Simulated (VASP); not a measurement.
# V (P6_3/mmc) in VASP: a series of runs

The runs below take V through single point, with PBEsol.

All numbers are computed with VASP 6.6.1; they aren't measurements. Logs are shortened: lines on timing, memory, paths and dates and some standing lists are left out, and cuts for length are marked.

### Step 1. The cell of the first run

The structure is hexagonal, space group P6_3/mmc (No. 194). Conventional cell: a = 2.604 Å, b = 2.604 Å, c = 4.723 Å, α = 90.00°, β = 90.00°, γ = 120.00°. V (site symmetry -6m2) has 12 V at 2.60 to 2.80 Å within 3.4 Å.

This isn't the form of V at room conditions, which is bcc.

### Step 2. Single point, PBEsol, collinear spin, ferromagnetic start

INCAR

```
SYSTEM = V
ALGO     = Normal         ! electronic algorithm
EDIFF    = 1E-6           ! SCF threshold, eV
ENCUT    = 520            ! plane-wave cutoff, eV
GGA      = PS             ! functional
ISIF     = 2              ! what is computed and relaxed
ISMEAR   = -1             ! smearing method
ISPIN    = 2              ! spin polarisation
LASPH    = .True.         ! aspherical terms in the spheres
LCHARG   = .True.         ! write CHGCAR
LELF     = .True.         ! ELF
LMAXMIX  = 4              ! l up to which the mixer works
LORBIT   = 11             ! projections on sites
LREAL    = .False.        ! projectors in reciprocal space
LVHAR    = .True.       
LWAVE    = .False.        ! write WAVECAR
MAGMOM   = 4 4            ! initial moments
NBANDS   = 24             ! bands
NELM     = 150            ! most SCF steps
NUPDOWN  = 8.0            ! fixed moment
PREC     = Accurate       ! precision mode
SIGMA    = 0.05           ! smearing width, eV
```

KPOINTS

```
k-points
0
Gamma
  10 10 5
  0 0 0
```

POSCAR

```
V
1.0
    2.6042941027      0.0000000000      0.0000000000
   -1.3021470513      2.2553848518      0.0000000000
    0.0000000000      0.0000000000      4.7233360000
V
2
Direct
    0.3333333333      0.6666666667      0.2500000000
    0.6666666667      0.3333333333      0.7500000000
```

Potentials or basis: VASP PAW PBE potentials, release 64 (V_sv).

Run with:

```console
$ cat potpaw_PBE.64/V_sv/POTCAR > POTCAR
$ mpirun -np 1 vasp_std > vasp.out
```

OUTCAR:

```text
SYSTEM = V
   EDIFF = 1E-6
   ENCUT = 520
   GGA = PS
   ISIF = 2
   ISMEAR = -1
   ISPIN = 2
   LASPH = .True.
   LORBIT = 11
   LREAL = .False.
   NELM = 150
   NUPDOWN = 8.0
   PREC = Accurate

 ion  position               nearest neighbor table
   1  0.333  0.667  0.250-   2 2.80   2 2.80   2 2.80   2 2.80   2 2.80   2 2.80
   2  0.667  0.333  0.750-   1 2.80   1 2.80   1 2.80   1 2.80   1 2.80   1 2.80

  LATTYP: Found a hexagonal cell.
 ALAT       =     2.6042941027
 C/A-ratio  =     1.8136722712

  Lattice vectors:

 A1 = (   2.6042941027,   0.0000000000,   0.0000000000)
 A2 = (  -1.3021470513,   2.2553848518,   0.0000000000)
 A3 = (   0.0000000000,   0.0000000000,   4.7233360000)

Analysis of symmetry for initial positions (statically):
=====================================================================
 Subroutine PRICEL returns:
 Original cell was already a primitive cell.

 Routine SETGRP: Setting up the symmetry group for a
 hexagonal supercell.

 Subroutine GETGRP returns: Found 24 space group operations
 (whereof 12 operations were pure point group operations)
 out of a pool of 24 trial point group operations.

The static configuration has the point symmetry D_3d.
 The point group associated with its full space group is D_6h.

Analysis of symmetry for dynamics (positions and initial velocities):
=====================================================================
 Subroutine PRICEL returns:
 Original cell was already a primitive cell.

 Routine SETGRP: Setting up the symmetry group for a
 hexagonal supercell.

 Subroutine GETGRP returns: Found 24 space group operations
 (whereof 12 operations were pure point group operations)
 out of a pool of 24 trial point group operations.

The dynamic configuration has the point symmetry D_3d.
 The point group associated with its full space group is D_6h.

Analysis of structural, dynamic, and magnetic symmetry:
=====================================================================
 Subroutine PRICEL returns:
 Original cell was already a primitive cell.

 Routine SETGRP: Setting up the symmetry group for a
 hexagonal supercell.

 Subroutine GETGRP returns: Found 24 space group operations
 (whereof 12 operations were pure point group operations)
 out of a pool of 24 trial point group operations.

The overall configuration has the point symmetry D_3d.
 The point group associated with its full space group is D_6h.

 Subroutine INISYM returns: Found 24 space group operations
 (whereof 12 operations are pure point group operations),
 and found     1 'primitive' translations

----------------------------------------------------------------------------------------

                                     Primitive cell

  volume of cell :      27.7434

  direct lattice vectors                    reciprocal lattice vectors
     2.604294103  0.000000000  0.000000000     0.383981210  0.221691655  0.000000000
    -1.302147051  2.255384852  0.000000000     0.000000000  0.443383310  0.000000000
     0.000000000  0.000000000  4.723336000     0.000000000  0.000000000  0.211714771

  length of vectors
     2.604294103  2.604294103  4.723336000     0.443383310  0.443383310  0.211714771

  position of ions in fractional coordinates (direct lattice)
     0.333333333  0.666666667  0.250000000
     0.666666667  0.333333333  0.750000000

  ion indices of the primitive-cell ions
   primitive index   ion index
                 1           1
                 2           2

----------------------------------------------------------------------------------------

 KPOINTS: k-points

Automatic generation of k-mesh.
 Grid dimensions read from file:
 generate k-points for:   10   10    5

 Generating k-lattice:

  Cartesian coordinates                     Fractional coordinates (reciprocal lattice)
     0.038398121  0.022169165  0.000000000     0.100000000  0.000000000  0.000000000
     0.000000000  0.044338331  0.000000000     0.000000000  0.100000000  0.000000000
     0.000000000  0.000000000  0.042342954     0.000000000  0.000000000  0.200000000

  Length of vectors
     0.044338331  0.044338331  0.042342954

  Shift w.r.t. Gamma in fractional coordinates (k-lattice)
     0.000000000  0.000000000  0.000000000

 Subroutine IBZKPT returns following result:
 ===========================================

 Found     42 irreducible k-points:

 Following reciprocal coordinates:
            Coordinates               Weight
  0.000000  0.000000  0.000000      1.000000
  0.100000 -0.000000  0.000000      6.000000
  0.200000 -0.000000  0.000000      6.000000
  0.300000  0.000000  0.000000      6.000000
  0.400000 -0.000000  0.000000      6.000000
  0.500000  0.000000  0.000000      3.000000
[... 16 lines left out ...]
  0.300000  0.100000  0.200000     24.000000
  0.400000  0.100000  0.200000     24.000000
 [... further k-points ...]
   k-points           NKPTS =     42   k-points in BZ     NKDIM =     42   number of bands    NBANDS=     24
   number of dos      NEDOS =    301   number of ions     NIONS =      2
   total plane-waves  NPLWV =  14400
   dimension x,y,z NGX =    20 NGY =   20 NGZ =   36
   dimension x,y,z NGXF=    40 NGYF=   40 NGZF=   72
   ions per type =               2
   NGX,Y,Z   is equivalent  to a cutoff of  12.77, 12.77, 12.67 a.u.
   NGXF,Y,Z  is equivalent  to a cutoff of  25.53, 25.53, 25.34 a.u.
 SYSTEM =  V
   PREC   = accura    normal or accurate (medium, high low for compatibility)
   ISTART =      0    job   : 0-new  1-cont  2-samecut
   ICHARG =      2    charge: 1-file 2-atom 10-const
   ISPIN  =      2    spin polarized calculation?
   LNONCOLLINEAR =      F non collinear calculations
   LSORBIT =      F    spin-orbit coupling
   LASPH  =      T    aspherical Exc in radial PAW
   ENCUT  =  520.0 eV  38.22 Ry    6.18 a.u.   4.84  4.84  8.78*2*pi/ulx,y,z
   NELM   =    150;   NELMIN=  2; NELMDL= -5     # of ELM steps
   EDIFF  = 0.1E-05   stopping-criterion for ELM
   LREAL  =      F    real-space projection
   EDIFFG = 0.1E-04   stopping-criterion for IOM
   NSW    =      0    number of steps for IOM
   IBRION =     -1    ionic relax: 0-MD 1-quasi-New 2-CG
   NFREE  =      0    steps in history (QN), initial steepest desc. (CG)
   ISIF   =      2    stress and relaxation
   ISYM   =      2    0-nonsym 1-usesym 2-fastsym
   POTIM  = 0.5000    time-step for ionic-motion
   TEBEG  =    0.0;   TEEND  =   0.0 temperature during run
   PSTRESS=    0.0 pullay stress
   NELECT =      26.0000    total number of electrons
   NUPDOWN=       8.0000    fix difference up-down
   EMIN   =  10.00;   EMAX   =-10.00  energy-range for DOS
   EFERMI =   0.00;   METHOD = LEGACY
   ISMEAR =    -1;   SIGMA  =   0.05  broadening in eV -4-tet -1-fermi 0-gaus
   EFERMI_NEDOS =   21; number of points for ismear=-14 and -15
   IALGO  =     38    algorithm
   IMIX   =      4    mixing-type and parameters
     AMIX     =   0.40;   BMIX     =  1.00
     AMIX_MAG =   1.60;   BMIX_MAG =  1.00
  volume/ion in A,a.u.               =      13.87        93.61
  Fermi-wavevector in a.u.,A,eV,Ry     =   1.602062  3.027459 34.920768  2.566604
  Thomas-Fermi vector in A             =   2.698942
   LORBIT       =     11    0 simple, 1 ext, 2 COOP (PROOUT), +10 PAW based schemes
   GGA     = PS    functional components
   LHFCALC =     F    Hartree Fock is set to
   AEXX    =    0.0000 exact exchange contribution
   IVDW    =     0    specifies the selected vdW correction
   LEPSILON=     F    determine dielectric tensor
   LRPA    =     F    only Hartree local field effects (RPA)
 spin polarized calculation
  energy-cutoff  :      520.00
  volume of cell :       27.74
 maximum number of plane-waves:       762
 NGX is ok and might be reduce to    20
   NGX =  9   NGY =  9   NGZ = 17

 number of electron      26.0000011 magnetization       8.0000003

 Free energy of the ion-electron system (eV)
  ---------------------------------------------------
  ext. energy  EPLUGINS =         0.00000000
  ---------------------------------------------------
  free energy    TOTEN  =       -13.21058307 eV

  energy without entropy =      -13.19315079  energy(sigma->0) =      -13.20186693

 E-fermi :   8.7794     XC(G=0): -12.4784

 val. band max:       12.0882639402   @ k =   0.1000   0.1000   0.4000
 cond. band min:       8.8550520943   @ k =   0.1000   0.1000   0.2000
 fundamental gap:     -3.2332118459
 Fermi energy:        12.1119784411

 spin component 1

 k-point     1 :       0.0000    0.0000    0.0000
  band No.  band energies     occupation
      1     -53.8839      1.00000
      2     -53.7649      1.00000
      3     -28.1826      1.00000
      4     -27.4729      1.00000
      5     -27.4136      1.00000
      6     -27.4136      1.00000
[... 16 lines left out ...]
     23      26.4694      0.00000
     24      28.6814      0.00000
[... 598 lines left out ...]
      2     -53.6290      1.00000
      3     -28.3297      1.00000
      4     -28.2509      1.00000
      5     -27.7606      1.00000
      6     -27.6856      1.00000
[... 16 lines left out ...]
     23      22.5409      0.00000
     24      22.8644      0.00000

 [... further k-points ...]

 spin component 2

 k-point     1 :       0.0000    0.0000    0.0000
  band No.  band energies     occupation
      1     -51.0006      1.00000
      2     -50.8819      1.00000
      3     -25.2915      1.00000
      4     -24.5780      1.00000
      5     -24.5458      1.00000
      6     -24.5458      1.00000
[... 16 lines left out ...]
     23      29.3199      0.00000
     24      31.7682      0.00000
[... 598 lines left out ...]
      2     -50.7486      1.00000
      3     -25.4488      1.00000
      4     -25.3691      1.00000
      5     -24.8713      1.00000
      6     -24.8102      1.00000
[... 16 lines left out ...]
     23      25.2440      0.00000
     24      25.7162      0.00000

 [... further k-points ...]

------------------------ aborting loop because EDIFF is reached ----------------------------------------

  FORCE on cell =-STRESS in cart. coord.  units (eV):
  Direction    XX          YY          ZZ          XY          YZ          ZX
  --------------------------------------------------------------------------------------
  -------------------------------------------------------------------------------------
  Total       12.0001027     12.0001027      6.2644299      0.0000000      0.0000000      0.0000000
  in kB      693.0044430    693.0044429    361.7700483      0.0000000      0.0000000      0.0000000
  external PRESSURE =     582.5929781 kB  Pullay stress =       0.0000000 kB

 VOLUME and BASIS-vectors are now :
 -----------------------------------------------------------------------------
  energy-cutoff  :      520.00
  volume of cell :       27.74
      direct lattice vectors                 reciprocal lattice vectors
     2.604294103  0.000000000  0.000000000     0.383981210  0.221691655  0.000000000
    -1.302147051  2.255384852  0.000000000     0.000000000  0.443383310  0.000000000
     0.000000000  0.000000000  4.723336000     0.000000000  0.000000000  0.211714771

 POSITION                                       TOTAL-FORCE (eV/Angst)
 -----------------------------------------------------------------------------------
     -0.00000      1.50359      1.18083         0.000000      0.000000      0.000000
      1.30215      0.75179      3.54250        -0.000000     -0.000000      0.000000
 -----------------------------------------------------------------------------------
    total drift:                                0.000000     -0.000000      0.000000

  FREE ENERGIE OF THE ION-ELECTRON SYSTEM (eV)
  ---------------------------------------------------
  free  energy   TOTEN  =       -13.2105830743 eV

  energy  without entropy=      -13.1931507886  energy(sigma->0) =      -13.20186693

 total charge

# of ion       s       p       d       tot
------------------------------------------
    1        2.316   6.206   3.268  11.790
    2        2.316   6.206   3.268  11.790
--------------------------------------------------
tot          4.633  12.412   6.535  23.581

 magnetization (x)

# of ion       s       p       d       tot
------------------------------------------
    1        0.069   0.196   3.027   3.292
    2        0.069   0.196   3.027   3.292
--------------------------------------------------
tot          0.138   0.392   6.054   6.584
```

It took 29 s on 1 thread of Intel Xeon Platinum 8488C (Sapphire Rapids), shared host; peak memory 0.17 GiB.

What came out:

* Free energy: -13.2106 eV
* Pressure: 58.3 GPa
* Net moment: 8.00 μB per cell
* Site moments: V +3.29 μB
* Valence electrons inside the program's atomic spheres: V 11.79

Caveat: the stress differs along the axes, from 36 to 69 GPa; the PAW data sets were made with another functional, which shifts forces and pressure a little; the total moment is fixed, so each spin has its own Fermi level and the state may be an excited one.

### Step 3. Single point, PBEsol, collinear spin, ferromagnetic start

This run uses another cell than the first one, of 11.73 Å³/atom.

INCAR

```
PREC = Accurate
ENCUT = 520
EDIFF = 1E-6
ISMEAR = -1
SIGMA = 0.05
LREAL = False
LASPH = True
NELM = 150
ALGO = Normal
ISIF = 2
LWAVE = False
LCHARG = True
ISPIN = 2
MAGMOM = 2 2
LORBIT = 11
LMAXMIX = 4
GGA = PS
LELF = True
LVHAR = True
NBANDS = 24
```

KPOINTS

```
regular mesh
0
Gamma
  12 12 6
```

POSCAR

```
V
1.0
    2.4621194136      0.0000000000      0.0000000000
   -1.2310597068      2.1322579593      0.0000000000
    0.0000000000      0.0000000000      4.4694775756
V
2
Direct
    0.3333333333      0.6666666667      0.2500000000
    0.6666666667      0.3333333333      0.7500000000
```

Potentials or basis: VASP PAW PBE potentials, release 64 (V_sv).

Run with:

```console
$ cat potpaw_PBE.64/V_sv/POTCAR > POTCAR
$ mpirun -np 1 vasp_std > vasp.out
```

OUTCAR:

```text
PREC = Accurate
   ENCUT = 520
   EDIFF = 1E-6
   ISMEAR = -1
   LREAL = False
   LASPH = True
   NELM = 150
   ISIF = 2
   ISPIN = 2
   LORBIT = 11
   GGA = PS

 ion  position               nearest neighbor table
   1  0.333  0.667  0.250-   2 2.65   2 2.65   2 2.65   2 2.65   2 2.65   2 2.65
   2  0.667  0.333  0.750-   1 2.65   1 2.65   1 2.65   1 2.65   1 2.65   1 2.65

  LATTYP: Found a hexagonal cell.
 ALAT       =     2.4621194136
 C/A-ratio  =     1.8152968337

  Lattice vectors:

[... 1515 lines left out ...]
  external PRESSURE =     304.1376802 kB  Pullay stress =       0.0000000 kB

 VOLUME and BASIS-vectors are now :
 -----------------------------------------------------------------------------
  energy-cutoff  :      520.00
  volume of cell :       23.46
      direct lattice vectors                 reciprocal lattice vectors
     2.462119414  0.000000000  0.000000000     0.406154143  0.234493204  0.000000000
    -1.231059707  2.132257959  0.000000000     0.000000000  0.468986407  0.000000000
     0.000000000  0.000000000  4.469477576     0.000000000  0.000000000  0.223739796

 POSITION                                       TOTAL-FORCE (eV/Angst)
 -----------------------------------------------------------------------------------
     -0.00000      1.42151      1.11737        -0.000000      0.000000      0.000000
      1.23106      0.71075      3.35211         0.000000     -0.000000      0.000000
 -----------------------------------------------------------------------------------
    total drift:                               -0.000000      0.000000     -0.000000

  FREE ENERGIE OF THE ION-ELECTRON SYSTEM (eV)
  ---------------------------------------------------
  free  energy   TOTEN  =       -18.4788140054 eV

  energy  without entropy=      -18.4601751772  energy(sigma->0) =      -18.46949459

 total charge

# of ion       s       p       d       tot
------------------------------------------
    1        2.398   6.268   3.291  11.957
    2        2.398   6.268   3.291  11.957
--------------------------------------------------
tot          4.796  12.536   6.582  23.914

 magnetization (x)

# of ion       s       p       d       tot
------------------------------------------
    1       -0.000  -0.000  -0.000  -0.000
    2       -0.000  -0.000  -0.000  -0.000
--------------------------------------------------
tot         -0.000  -0.000  -0.000  -0.000
```

OSZICAR:

```text
N       E                     dE             d eps       ncg     rms          rms(c)
DAV:   1     0.313791472310E+03    0.31379E+03   -0.15457E+04  7320   0.132E+03
DAV:   2    -0.111422260769E+02   -0.32493E+03   -0.31438E+03  7464   0.427E+02
DAV:   3    -0.196686216506E+02   -0.85264E+01   -0.84985E+01  8472   0.823E+01
DAV:   4    -0.197230443747E+02   -0.54423E-01   -0.54421E-01  8096   0.693E+00
DAV:   5    -0.197237901901E+02   -0.74582E-03   -0.74581E-03  8488   0.737E-01    0.341E+01
DAV:   6    -0.182606469060E+02    0.14631E+01   -0.49480E+00  7968   0.247E+01    0.783E+00
DAV:   7    -0.184464205862E+02   -0.18577E+00   -0.41567E-01  8032   0.632E+00    0.669E+00
DAV:   8    -0.184755053728E+02   -0.29085E-01   -0.14911E-02  7840   0.126E+00    0.227E+00
DAV:   9    -0.184800222444E+02   -0.45169E-02   -0.52743E-03  8200   0.705E-01    0.737E-01
DAV:  10    -0.184782086517E+02    0.18136E-02   -0.23471E-03  7696   0.456E-01    0.249E-01
DAV:  11    -0.184787638277E+02   -0.55518E-03   -0.15638E-04  7688   0.115E-01    0.697E-02
DAV:  12    -0.184788101782E+02   -0.46350E-04   -0.38194E-05  7720   0.522E-02    0.207E-02
DAV:  13    -0.184788146433E+02   -0.44651E-05   -0.14162E-06  6768   0.906E-03    0.777E-03
DAV:  14    -0.184788140054E+02    0.63786E-06   -0.24051E-07  3848   0.408E-03
   1 F= -.18478814E+02 E0= -.18469495E+02  d E =-.186388E-01  mag=    -0.0001
```

stdout:

```text
POSCAR found type information on POSCAR V
 POSCAR found :  1 types and       2 ions
 scaLAPACK will be used
 -----------------------------------------------------------------------------
|                                                                             |
|                                                                             |
|     You enforced a specific xc type in the INCAR file but a different       |
|     I HOPE YOU KNOW WHAT YOU ARE DOING!                                     |
|                                                                             |
 -----------------------------------------------------------------------------

 LDA part: xc-table for (Slater+PW92), standard interpolation
 POSCAR, INCAR and KPOINTS ok, starting setup
 FFT: planning ... GRIDC
 FFT: planning ... GRID_SOFT
 FFT: planning ... GRID
 WAVECAR not read
 entering main loop
```

Wall time 36 s (1 thread of Intel Xeon 6975P-C (Granite Rapids), shared host); peak memory 0.18 GiB.

Results:

```yaml
Free_energy: -18.4788 eV
Pressure: 30.4 GPa
Band_gap_on_the_k_mesh: zero (filled and empty bands overlap)
Net_moment: 0.00 μB per cell
Valence_electrons_inside_the_program's_atomic_spheres: V 11.96
```

Caveat: the cell stands under pressure; the moments typed at the start vanished in this run; the PAW data sets were made with another functional, which shifts forces and pressure a little.

(Part 1 of 2 ends here.)

The gap in the log of VASP goes by the Fermi energy; the results here count the filled bands.